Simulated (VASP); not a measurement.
CdSe, 2 atoms in the cell. It takes space group F-43m (No. 216, cubic). The conventional cell has a = 6.136 Å, b = 6.136 Å, c = 6.136 Å, α = 90.00°, β = 90.00°, γ = 90.00°. Within 3.5 Å of Cd (site symmetry -43m) lie 4 Se at 2.66 Å. Se (site symmetry -43m) has 4 Cd at 2.66 Å within 3.5 Å. 

```yaml
Program: VASP 6.6.1
Task: single point
Functional: PBE
Potentials_or_basis: VASP PAW PBE potentials, release 64 (Cd, Se)
Cutoff: 520 eV
k_mesh: 6 × 6 × 6
Occupations: gaussian, width 0.01 eV
Spin: no spin polarisation
Dipole_correction: no
Further_INCAR_settings: ALGO = Normal; EDIFF = 1e-06; NBANDS = 16
```

Potentials or basis: VASP PAW PBE potentials, release 64 (Cd, Se).

Launch:

```console
$ cat potpaw_PBE.64/Cd/POTCAR potpaw_PBE.64/Se/POTCAR > POTCAR
$ mpirun -np 1 vasp_std > vasp.out
```

Hardware: 1 thread of Intel Xeon 8259CL, with other jobs on the host.

Question: How long does it take, and how much memory?

Answer: Wall time 27 s on 1 thread of Intel Xeon 8259CL (shared host), peak memory 0.18 GiB. Counts: scf iterations 12, k points 16.
